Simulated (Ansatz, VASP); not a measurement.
**One calculation of ZrC, two programs**

File INCAR:

```
SYSTEM = ZrC
ALGO     = Normal         ! electronic algorithm
EDIFF    = 1E-7           ! SCF threshold, eV
ENCUT    = 520            ! plane-wave cutoff, eV
GGA      = PE             ! functional
ISIF     = 2              ! what is computed and relaxed
ISMEAR   = -1             ! smearing method
LASPH    = .TRUE.         ! aspherical terms in the spheres
LCHARG   = .FALSE.        ! write CHGCAR
LREAL    = .FALSE.        ! projectors in reciprocal space
LWAVE    = .FALSE.        ! write WAVECAR
NBANDS   = 15             ! bands
NELM     = 60             ! most SCF steps
PREC     = Accurate       ! precision mode
SIGMA    = 0.05           ! smearing width, eV
```

Contents of KPOINTS:

```
k-points
0
G
  15 15 15
  0 0 0
```

POSCAR

```
ZrC
1.0
   -0.0235021000      2.3384589500      2.3384589500
    2.3384589500     -0.0235021000      2.3384589500
    2.3384589500      2.3384589500     -0.0235021000
Zr C
1 1
Direct
    0.5000000000      0.5000000000      0.5000000000
    0.0000000000      0.0000000000      0.0000000000
```

Input for Ansatz:

```yaml
crystal:
  lattice:
    - [-0.0235021, 2.33845895, 2.33845895]
    - [2.33845895, -0.0235021, 2.33845895]
    - [2.33845895, 2.33845895, -0.0235021]
  atoms:
    - { symbol: Zr, position: [0.5, 0.5, 0.5] }
    - { symbol: C, position: [0.0, 0.0, 0.0] }
kpoints:
  mp_grid: { grid: [15, 15, 15] }
  band_path:
    path:
      - [0.0, 0.0, 0.0]
      - [0.5, 0.5, 0.5]
      - [0.2525443832, 0.5, 0.7474556168]
      - [-0.2525443832, 0.2525443832, 0.5]
      - [0.0, 0.0, 0.5]
      - [0.0, 0.0, 0.0]
      - [-0.3762721916, 0.0, 0.3762721916]
      - [0.0, 0.3762721916, 0.6237278084]
      - [0.0, 0.5, 0.5]
    npoints: 5
scf:
  occupations: { method: fermi_dirac, width: 0.05 }
hamiltonian:
  xc: pbe
  pseudopotentials: { kind: all_electron, lapw: { basis_error: 0.00025 } }
output:
  forces: true
  stress: true
  eigenvalues: true
```

Change from the starting cell: equal xy, yz and zx shear strains of -1 %.

Alike in both runs: task single point; functional PBE; k mesh 15 × 15 × 15; occupations fermi-dirac, width 0.05 eV; no spin polarisation.

|  | VASP | Ansatz |
| --- | --- | --- |
| version | VASP 6.6.1 | Ansatz 0.2.0 |
| potentials or method | VASP PAW PBE potentials, release 64 (Zr_sv, C), cutoff 520 eV | all-electron LAPW, scalar-relativistic |

```csv
,VASP,Ansatz,Ansatz less VASP
pressure (GPa),1.4,1.3,-0.19
"traceless stress, the component that is largest in VASP (GPa)",1.52,1.52,+0.001
```

Ansatz ran all-electron here, and VASP with PAW potentials.
